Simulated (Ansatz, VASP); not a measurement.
**LiY3 in VASP and in Ansatz**

Contents of INCAR:

```
PREC = Accurate
ENCUT = 520
EDIFF = 1E-6
ISMEAR = -1
SIGMA = 0.05
LREAL = F
LASPH = T
NELM = 80
ALGO = Normal
ISIF = 2
LWAVE = F
LCHARG = F
GGA = PE
NBANDS = 26
```

The input KPOINTS:

```
Automatic mesh
0
Gamma
  3 3 3
```

POSCAR

```
LiY3
1.0
    4.9278958886      0.0000000000      0.0000000000
    0.0000000000      4.9278958886      0.0000000000
    0.0000000000      0.0000000000      4.9278958886
Li Y
1 3
Direct
    0.0441200000      0.9808300000      0.9994900000
    0.4800300000      0.5238000000      0.9626300000
    0.4699700000      0.9966800000      0.5034800000
    0.9885600000      0.5416300000      0.4928600000
```

Input for Ansatz:

```yaml
crystal:
  lattice:
    - [4.927895888640208, 0.0, 0.0]
    - [0.0, 4.927895888640208, 0.0]
    - [0.0, 0.0, 4.927895888640208]
  atoms:
    - { symbol: Li, position: [0.04412, 0.98083, 0.99949] }
    - { symbol: "Y", position: [0.48003, 0.5238, 0.96263] }
    - { symbol: "Y", position: [0.46997, 0.99668, 0.50348] }
    - { symbol: "Y", position: [0.98856, 0.54163, 0.49286] }
basis:
  ecutwfc: 540.0
  xc_grid: 2
kpoints:
  mp_grid:
    grid: [3, 3, 3]
scf:
  convergence:
    dr2_threshold: 1.0e-09
  occupations:
    method: fermi_dirac
    width: 0.05
output:
  forces: true
  stress: true
```

Alike in both runs: task single point; functional PBE; k mesh 3 × 3 × 3; occupations fermi-dirac, width 0.05 eV; no spin polarisation.

|  | VASP | Ansatz |
| --- | --- | --- |
| version | VASP 6.6.1 | Ansatz 0.2.0 |
| potentials or method | VASP PAW PBE potentials, release 64 (Li_sv, Y_sv), cutoff 520 eV | plane waves, PAW |
| valence electrons in the cell | 36 | 36 |

```csv
,VASP,Ansatz,Ansatz less VASP
rms of the force components (eV/Å),0.501,0.504,+0.0023
```

Atom by atom the forces differ by 0.003 eV/Å (rms over components). Ansatz's warnings: stress scf threshold loose.

The k mesh is coarse, so the values compare programs but aren't converged. Noted on VASP's run: the cutoff is under 1.25 times that of the potentials, so the pressure is a little rough.
